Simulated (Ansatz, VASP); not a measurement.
# Two plane-wave programs on ZnSe

```
CELL_PARAMETERS angstrom
3.32515 0.00000 0.00000
0.00000 3.32515 0.00000
0.00000 0.00000 3.32515
ATOMIC_POSITIONS crystal
Zn 0.00000 0.00000 0.00000
Se 0.50000 0.50000 0.50000
```

Alike in both runs: task single point; functional HSE06; k mesh 4 × 4 × 4; occupations fermi-dirac, width 0.02 eV; no spin polarisation.

|  | VASP | Ansatz |
| --- | --- | --- |
| version | VASP 6.6.1 | Ansatz 0.2.0 |
| potentials or method | VASP PAW PBE potentials, release 64 (Zn, Se) | plane waves, PAW |
| plane-wave cutoff (eV) | 520 | 420 |
| valence electrons in the cell | 18 | 28 |

```csv
,VASP,Ansatz,Ansatz less VASP
pressure (GPa),1.6,1.7,+0.10
```

VASP's potentials hold 18 valence electrons a cell and Ansatz's 28, so a difference there can come from the potentials and not from the codes. Ansatz's warnings: filled band counts differ across k points, stress exchange threshold loose, stress scf threshold loose.

The k mesh is coarse, so the values compare programs but aren't converged.
